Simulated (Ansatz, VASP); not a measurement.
# FeO: VASP and Ansatz over several settings

```
CELL_PARAMETERS angstrom
1.49829 0.86504 2.48552
-1.49829 0.86504 2.48552
0.00000 -1.73008 2.48552
ATOMIC_POSITIONS crystal
Fe 0.00000 0.00000 0.00000
O 0.50000 0.50000 0.50000
```

Single points on this cell with VASP 6.6.1 and Ansatz 0.2.0. Each row is one pair of runs. Alike in all rows: spin: collinear, typed start; smearing: fermi-dirac, width 0.05 eV; Ansatz's potentials, cutoff: Ansatz PAW, 420 eV.

```csv
level,k mesh,"VASP's potentials, cutoff","gap on the k mesh at the Fermi level (eV), VASP","gap on the k mesh at the Fermi level (eV), Ansatz","pressure (GPa), VASP","pressure (GPa), Ansatz","net moment per atom (μB), VASP","net moment per atom (μB), Ansatz"
LDA,9 × 9 × 9,"VASP PAW LDA potentials, release 64 (Fe, O), 520 eV",none,none,-10.3,-9.8,1.96,1.99
LDA,9 × 9 × 9,"VASP PAW LDA potentials, release 64 (Fe_sv, O), 600 eV",none,none,-12.8,-9.8,1.96,1.99
PBE,11 × 11 × 11,"VASP PAW PBE potentials, release 64 (Fe_sv, O), 600 eV",none,?,4.4,?,2.00,?
```

Q: Fill in what Ansatz gave in row 3.

A: gap on the k mesh at the Fermi level (eV): none; pressure (GPa): 6.8; net moment per atom (μB): 2.00.

VASP's potentials hold 14 valence electrons a cell and Ansatz's 22 in some rows, so a difference there can come from the potentials and not from the codes.

A gap of «none» marks a metal or a gap that the smearing closes.
